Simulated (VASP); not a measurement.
# CuI (Cmcm) in VASP: vibrations by perturbation theory with LDA

Aim: the vibrations by perturbation theory of CuI with LDA.

Everything below comes from runs of VASP 6.6.1. Logs are shortened: lines on timing, memory, paths and dates and some standing lists are left out, and cuts for length are marked.

**1. The cell of the first run**

Symmetry: Cmcm, No. 63, orthorhombic system. Conventional cell: a = 6.681 Å, b = 6.945 Å, c = 4.253 Å, α = 90.00°, β = 90.00°, γ = 90.00°. Within 3.2 Å of Cu (site symmetry m2m) lie 2 Cu at 2.43 Å and 3 I at 2.54 to 2.56 Å. Within 3.3 Å of I (site symmetry m2m) lie 3 Cu at 2.54 to 2.56 Å.

**2. Vibrations by perturbation theory, LDA**

File INCAR:

```
SYSTEM = CuI
PREC = Accurate
ENCUT = 520
EDIFF = 1E-8
ISMEAR = 0
SIGMA = 0.01
LREAL = .FALSE.
LASPH = .TRUE.
NELM = 100
ALGO = Normal
ISIF = 2
LWAVE = .FALSE.
LCHARG = .FALSE.
NBANDS = 26
IBRION = 8
NSW = 1
```

File KPOINTS:

```
regular mesh
0
G
  4 4 4
  0 0 0
```

File POSCAR:

```
CuI
1.0
    3.3405752516     -3.4722948300      0.0000000000
    3.3405752516      3.4722948300      0.0000000000
    0.0000000000      0.0000000000      4.2531224584
Cu I
2 2
Direct
    0.4149165983      0.5850834017      0.7500000000
    0.5850834017      0.4149165983      0.2500000000
    0.7838364990      0.2161635010      0.7500000000
    0.2161635010      0.7838364990      0.2500000000
```

Potentials or basis: VASP PAW LDA potentials, release 64 (Cu, I).

Launch:

```sh
> cat potpaw_LDA.64/Cu/POTCAR potpaw_LDA.64/I/POTCAR > POTCAR
> mpirun -np 1 vasp_std > vasp.out
```

OUTCAR:

```text
SYSTEM = CuI
   PREC = Accurate
   ENCUT = 520
   EDIFF = 1E-8
   ISMEAR = 0
   LREAL = .FALSE.
   LASPH = .TRUE.
   NELM = 100
   ISIF = 2
   IBRION = 8
   NSW = 1

 ion  position               nearest neighbor table
   1  0.415  0.585  0.750-   2 2.43   2 2.43   4 2.54   4 2.54   3 2.56
   2  0.585  0.415  0.250-   1 2.43   1 2.43   3 2.54   3 2.54   4 2.56
   3  0.784  0.216  0.750-   2 2.54   2 2.54   1 2.56
   4  0.216  0.784  0.250-   1 2.54   1 2.54   2 2.56

  LATTYP: Found a base centered orthorhombic cell.
 ALAT       =     6.6811505032
 B/A-ratio  =     1.0394302084
 C/A-ratio  =     0.6365853391

  Lattice vectors:

 A1 = (   3.3405752516,  -3.4722948300,   0.0000000000)
 A2 = (   3.3405752516,   3.4722948300,   0.0000000000)
 A3 = (   0.0000000000,   0.0000000000,   4.2531224584)

Analysis of symmetry for initial positions (statically):
=====================================================================
 Subroutine PRICEL returns:
 Original cell was already a primitive cell.

 Routine SETGRP: Setting up the symmetry group for a
 base centered orthorhombic supercell.

 Subroutine GETGRP returns: Found  8 space group operations
 (whereof  4 operations were pure point group operations)
 out of a pool of  8 trial point group operations.

The static configuration has the point symmetry C_2h.
 The point group associated with its full space group is D_2h.

Analysis of symmetry for dynamics (positions and initial velocities):
=====================================================================
 Subroutine PRICEL returns:
 Original cell was already a primitive cell.

 Routine SETGRP: Setting up the symmetry group for a
 base centered orthorhombic supercell.

 Subroutine GETGRP returns: Found  8 space group operations
 (whereof  4 operations were pure point group operations)
 out of a pool of  8 trial point group operations.

The dynamic configuration has the point symmetry C_2h.
 The point group associated with its full space group is D_2h.

 Subroutine INISYM returns: Found  8 space group operations
 (whereof  4 operations are pure point group operations),
 and found     1 'primitive' translations

----------------------------------------------------------------------------------------

                                     Primitive cell

  volume of cell :      98.6679

  direct lattice vectors                    reciprocal lattice vectors
     3.340575252 -3.472294830  0.000000000     0.149674820 -0.143996989  0.000000000
     3.340575252  3.472294830  0.000000000     0.149674820  0.143996989  0.000000000
     0.000000000  0.000000000  4.253122458     0.000000000  0.000000000  0.235121375

  length of vectors
     4.818326929  4.818326929  4.253122458     0.207696135  0.207696135  0.235121375

  position of ions in fractional coordinates (direct lattice)
     0.414916598  0.585083402  0.750000000
     0.585083402  0.414916598  0.250000000
     0.783836499  0.216163501  0.750000000
     0.216163501  0.783836499  0.250000000

  ion indices of the primitive-cell ions
   primitive index   ion index
[... 125 lines left out ...]
 cond. band min:       6.5085242715   @ k =   0.0000   0.0000   0.0000
 fundamental gap:      0.8567804130
 Fermi energy:         5.7171590841

 k-point     1 :       0.0000    0.0000    0.0000
  band No.  band energies     occupation
      1      -8.9205      2.00000
      2      -7.6181      2.00000
      3      -0.3333      2.00000
      4       0.9738      2.00000
      5       1.1224      2.00000
      6       1.1228      2.00000
[... 598 lines left out ...]
     25      14.3777      0.00000
     26      14.3777      0.00000

------------------------ aborting loop because EDIFF is reached ----------------------------------------

  FORCE on cell =-STRESS in cart. coord.  units (eV):
  Direction    XX          YY          ZZ          XY          YZ          ZX
  --------------------------------------------------------------------------------------
  -------------------------------------------------------------------------------------
  Total       -0.0573995      0.0684019      0.2897521      0.0000000      0.0000000      0.0000000
  in kB       -0.9320574      1.1107155      4.7050199      0.0000000      0.0000000      0.0000000
  external PRESSURE =       1.6278927 kB  Pullay stress =       0.0000000 kB

 VOLUME and BASIS-vectors are now :
 -----------------------------------------------------------------------------
  energy-cutoff  :      520.00
  volume of cell :       98.67
      direct lattice vectors                 reciprocal lattice vectors
     3.340575252 -3.472294830  0.000000000     0.149674820 -0.143996989  0.000000000
     3.340575252  3.472294830  0.000000000     0.149674820  0.143996989  0.000000000
     0.000000000  0.000000000  4.253122458     0.000000000  0.000000000  0.235121375

 POSITION                                       TOTAL-FORCE (eV/Angst)
 -----------------------------------------------------------------------------------
      3.34058      0.59087      3.18984         0.000000      0.013484      0.000000
      3.34058     -0.59087      1.06328         0.000000     -0.013484      0.000000
      3.34058     -1.97113      3.18984         0.000000     -0.027226      0.000000
      3.34058      1.97113      1.06328         0.000000      0.027226      0.000000
 -----------------------------------------------------------------------------------
    total drift:                                0.000000     -0.000000      0.000000

  FREE ENERGIE OF THE ION-ELECTRON SYSTEM (eV)
  ---------------------------------------------------
  free  energy   TOTEN  =       -13.6294598852 eV

  energy  without entropy=      -13.6294598852  energy(sigma->0) =      -13.62945989

[... ionic steps 2 to 9 ...]

--------------------------------------- Ionic step       10  -------------------------------------------

------------------------ aborting loop because EDIFF is reached ----------------------------------------

--------------------------------------- Ionic step       11  -------------------------------------------

------------------------ aborting loop because EDIFF is reached ----------------------------------------

--------------------------------------- Ionic step       12  -------------------------------------------

 Free energy of the ion-electron system (eV)
  ---------------------------------------------------
  ---------------------------------------------------
  free energy    TOTEN  =        -0.08236013 eV

  energy without entropy =       -0.08236013

------------------------ aborting loop because EDIFF is reached ----------------------------------------

 INTERNAL STRAIN TENSOR  FOR ION    3  DIRECTION 3   (eV/Angst):
 -----------------------------------------------------------------------------
     0.00392  0.00000  0.00000
     0.00000  0.00455  4.98349
     0.00000  5.57478  0.01489

 INTERNAL STRAIN TENSOR FOR ION    4 for displacements in x,y,z  (eV/Angst):
          X           Y           Z          XY          YZ          ZX
  --------------------------------------------------------------------------------
  x     0.00000     0.00000     0.00000    -0.74062     0.00000     0.00000
  y    -2.06070   -14.91850    -8.37993     0.00000     0.00000     0.00000
  z     0.00000     0.00000    -0.00000     0.00000    -5.57478     0.00000

 SECOND DERIVATIVES (NOT SYMMETRIZED)
 ------------------------------------
               1X          1Y          1Z          2X          2Y          2Z          3X          3Y          3Z          4X          4Y          4Z
  1X     0.154986    0.000000    0.000000    0.072705    0.000000    0.000000   -0.239435    0.000000    0.000000    0.011745    0.000000    0.000000
  1Y     0.000000   -5.699038    0.000000    0.000000    0.485559    0.000000    0.000000    2.951101    0.000000    0.000000    2.262378    0.000000
  1Z     0.000000    0.000000   -7.941667    0.000000   -0.000000    4.696137    0.000000    0.000000   -1.058422    0.000000    0.000000    4.303952
  2X     0.072705    0.000000    0.000000    0.154986    0.000000    0.000000    0.011745    0.000000    0.000000   -0.239435    0.000000    0.000000
  2Y     0.000000    0.485559    0.000000    0.000000   -5.699038    0.000000    0.000000    2.262378    0.000000    0.000000    2.951101    0.000000
  2Z     0.000000   -0.000000    4.696137    0.000000    0.000000   -7.941667    0.000000    0.000000    4.303952    0.000000    0.000000   -1.058422
  3X    -0.241045    0.000000    0.000000    0.007107    0.000000    0.000000   -1.336469    0.000000    0.000000    1.570407    0.000000    0.000000
  3Y     0.000000    2.949057    0.000000    0.000000    2.259700    0.000000    0.000000   -7.460354    0.000000    0.000000    2.251597    0.000000
  3Z     0.000000    0.000000   -1.107827    0.000000    0.000000    4.319884    0.000000    0.000000   -5.075678    0.000000   -0.000000    1.863621
  4X     0.007107    0.000000    0.000000   -0.241045    0.000000    0.000000    1.570407    0.000000    0.000000   -1.336469    0.000000    0.000000
  4Y     0.000000    2.259700    0.000000    0.000000    2.949057    0.000000    0.000000    2.251597    0.000000    0.000000   -7.460354    0.000000
  4Z     0.000000    0.000000    4.319884    0.000000    0.000000   -1.107827    0.000000   -0.000000    1.863621    0.000000    0.000000   -5.075678

 Eigenvectors and eigenvalues of the dynamical matrix
 ----------------------------------------------------

   1 f  =    7.343104 THz    46.138081 2PiTHz  244.939573 cm-1    30.368623 meV
             X         Y         Z           dx          dy          dz
      3.340575  0.590869  3.189842     0.000000   -0.000000    0.664876
      3.340575 -0.590869  1.063281    -0.000000   -0.000000   -0.664876
      3.340575 -1.971128  3.189842     0.000000   -0.000000    0.240707
      3.340575  1.971128  1.063281    -0.000000    0.000000   -0.240707
[... 71 lines left out ...]
  12 f/i=    1.151648 THz     7.236018 2PiTHz   38.414844 cm-1     4.762832 meV
             X         Y         Z           dx          dy          dz
      3.340575  0.590869  3.189842    -0.574577    0.000000   -0.000000
      3.340575 -0.590869  1.063281    -0.574577    0.000000   -0.000000
      3.340575 -1.971128  3.189842     0.412142    0.000000   -0.000000
      3.340575  1.971128  1.063281     0.412142    0.000000   -0.000000

--------------------------------------------------------------------------------------------------------

 ELASTIC MODULI CONTR FROM IONIC RELAXATION (kBar)
 Direction    XX          YY          ZZ          XY          YZ          ZX
 --------------------------------------------------------------------------------
 XX         -14.2012   -103.0993    -57.7554     -0.0000      0.0000      0.0000
 YY        -103.0993   -814.2681   -420.5200     -0.0000      0.0000      0.0000
 ZZ         -57.7554   -420.5200   -234.9094     -0.0000      0.0000      0.0000
 XY          -0.0000     -0.0000     -0.0000     -4.8315      0.0000      0.0000
 YZ           0.0000      0.0000      0.0000      0.0000   -154.1850      0.0000
 ZX           0.0000      0.0000      0.0000      0.0000      0.0000      0.0000
 --------------------------------------------------------------------------------
```

It took 5.4 min on 1 thread of AMD EPYC 9R45 (Zen 5), shared host; peak memory 0.34 GiB.

Results:

| Quantity | Value |
| --- | --- |
| Highest phonon frequency at Γ, LO-TO splitting left out | 245 cm⁻¹ |
| Most unstable mode | 38i cm⁻¹ |

Phonon frequencies in cm⁻¹ (negative: imaginary):
| q point | frequencies |
| --- | --- |
| (0.000, 0.000, 0.000) | -38 -21 0 0 0 79 95 142 144 165 183 245 |

Caveat: the k points lie up to 0.37 Å⁻¹ apart; some modes are imaginary; spin-orbit coupling is left out, which moves the levels of the heavy elements.
